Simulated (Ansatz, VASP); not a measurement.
Pt: VASP beside Ansatz

Contents of INCAR:

```
SYSTEM = Pt
ALGO = Fast
EDIFF = 1E-7
ENCUT = 520
GGA = CA
ISIF = 2
ISMEAR = 0
LASPH = .TRUE.
LCHARG = .TRUE.
LELF = .TRUE.
LREAL = .FALSE.
LVHAR = .TRUE.
LWAVE = .FALSE.
NBANDS = 11
NELM = 60
PREC = Accurate
SIGMA = 0.15
```

Contents of KPOINTS:

```
k-points
0
G
  24 24 24
  0 0 0
```

The input POSCAR:

```
Pt
1.0
   -1.6724090789      1.6724090789      1.4215477170
    1.6724090789     -1.6724090789      1.4215477170
    1.6724090789      1.6724090789     -1.4215477170
Pt
1
Direct
    0.0000000000      0.0000000000      0.0000000000
```

Input for Ansatz:

```yaml
crystal:
  lattice:
    - [-1.6724090789, 1.6724090789, 1.421547717]
    - [1.6724090789, -1.6724090789, 1.421547717]
    - [1.6724090789, 1.6724090789, -1.421547717]
  atoms:
    - { symbol: Pt, position: [0.0, 0.0, 0.0] }
basis:
  ecutwfc: 420
kpoints:
  mp_grid: { grid: [24, 24, 24] }
hamiltonian:
  xc: lda
scf:
  occupations: { method: gaussian, width: 0.15 }
output:
  forces: true
  stress: true
  eigenvalues: true
```

Alike in both runs: task single point; functional LDA; k mesh 24 × 24 × 24; occupations gaussian, width 0.15 eV; no spin polarisation.

```csv
,VASP,Ansatz
version,VASP 6.6.1,Ansatz 0.2.0
potentials or method,"VASP PAW LDA potentials, release 64 (Pt), cutoff 520 eV","scalar-relativistic, plane waves, PAW"
valence electrons in the cell,10,18
```

VASP gave:

| Property | Result |
| --- | --- |
| gap on the k mesh at the Fermi level (eV) | none |
| pressure (GPa) | -16.2 |
| traceless stress, the component that is largest in VASP (GPa) | -7.08 |

Question: What did Ansatz give for the same quantities?

Answer: gap on the k mesh at the Fermi level (eV): none; pressure (GPa): -16.8; traceless stress, the component that is largest in VASP (GPa): -7.36.

LDA's correlation is that of Perdew and Zunger in VASP and of Perdew and Wang (1992) in Ansatz. A gap of «none» marks a metal or a gap that the smearing closes. VASP's potentials hold 10 valence electrons a cell and Ansatz's 18, so a difference there can come from the potentials and not from the codes.

Spin-orbit coupling is off throughout.
